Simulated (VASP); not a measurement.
A run of VASP 6.6.1 is set up as follows.

File INCAR:

```
SYSTEM = Zr3N4
ALGO = Normal
EDIFF = 1E-7
EDIFFG = -0.02
ENCUT = 520
GGA = PE
GGA_COMPAT = .FALSE.
IBRION = 2
ISIF = 2
ISMEAR = -1
KPAR = 4
LASPH = .TRUE.
LCHARG = .FALSE.
LREAL = .FALSE.
LWAVE = .FALSE.
NELM = 120
NELMIN = 4
NSW = 80
PREC = Accurate
SIGMA = 0.02
```

File KPOINTS:

```
k-points
0
G
  6 6 6
  0 0 0
```

File POSCAR:

```
Zr3N4
1.0
   -3.3244538762      3.3244538762      3.3244538762
    3.3244538762     -3.3244538762      3.3244538762
    3.3244538762      3.3244538762     -3.3244538762
Zr N
6 8
Direct
    0.2500000000      0.6250000000      0.3750000000
    0.3750000000      0.2500000000      0.6250000000
    0.7500000000      0.8750000000      0.1250000000
    0.1250000000      0.7500000000      0.8750000000
    0.6250000000      0.3750000000      0.2500000000
    0.8750000000      0.1250000000      0.7500000000
    0.1374207936      0.1374207936      0.1374207936
    0.8625792064      0.5000000000      0.0000000000
    0.5000000000      0.0000000000      0.3625792064
    0.0000000000      0.8625792064      0.5000000000
    0.3625792064      0.5000000000      0.0000000000
    0.6374207936      0.6374207936      0.6374207936
    0.0000000000      0.3625792064      0.5000000000
    0.5000000000      0.0000000000      0.8625792064
```

Potentials or basis: VASP PAW PBE potentials, release 64 (Zr_sv, N).

Run with:

```bash
$ cat potpaw_PBE.64/Zr_sv/POTCAR potpaw_PBE.64/N/POTCAR > POTCAR
$ mpirun -np 4 vasp_std > vasp.out
```

What does it give for the band gap on the k mesh?

0.89 eV.

Predict the energy gained by relaxing.

3.1 meV/atom.

Forces in eV/Å, atoms in the order of the input:
```
Zr   0.000  0.000  0.000
Zr   0.000  0.000  0.000
Zr   0.000  0.000  0.000
Zr   0.000  0.000  0.000
Zr   0.000  0.000  0.000
Zr   0.000  0.000  0.000
N   -0.006 -0.006 -0.006
N   -0.006  0.006  0.006
N    0.006  0.006 -0.006
N    0.006 -0.006  0.006
N   -0.006  0.006  0.006
N   -0.006 -0.006 -0.006
N    0.006 -0.006  0.006
N    0.006  0.006 -0.006
```

A k mesh can miss the band edges.
